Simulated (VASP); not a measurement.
Input of a VASP 6.6.1 run:

The input INCAR:

```
PREC = Accurate ; ENCUT = 520
EDIFF = 1E-7 ; ISMEAR = 0
SIGMA = 0.03 ; LREAL = F
LASPH = T ; NELM = 80
ALGO = Normal ; ISIF = 2
LWAVE = F ; LCHARG = F
NBANDS = 16
```

The input KPOINTS:

```
Automatic mesh
0
Gamma
  12 12 6
```

The input POSCAR:

```
Si
1.0
    3.8313174605      0.0000000000      0.0000000000
   -1.9156587303      3.3180182508      0.0000000000
    0.0000000000      0.0000000000      6.3326220002
Si
4
Direct
    0.2881256254      0.5762512508     -0.0317379837
    0.6666666667      0.3333333333      0.5630095000
    0.3333333333      0.6666666667      0.4369905000
    0.6666666667      0.3333333333      0.9369905000
```

Potentials or basis: VASP PAW LDA potentials, release 64 (Si).

Command:

```sh
$ cat potpaw_LDA.64/Si/POTCAR > POTCAR
$ mpirun -np 1 vasp_std > vasp.out
```

(1) Predict the pressure.

(2) What does it give for the band gap on the k mesh?

Answers

(1) 3.7 GPa.

(2) zero (bands 8 and 9 overlap by 1.23 eV).

Caveat: the cell differs from its parent crystal (atom 1 (Si) moved by (-0.300, -0.600) A along y and z); the cell stands under pressure; forces of over 1 eV/Å act on the atoms, so gaps and moduli don't describe the material at rest.
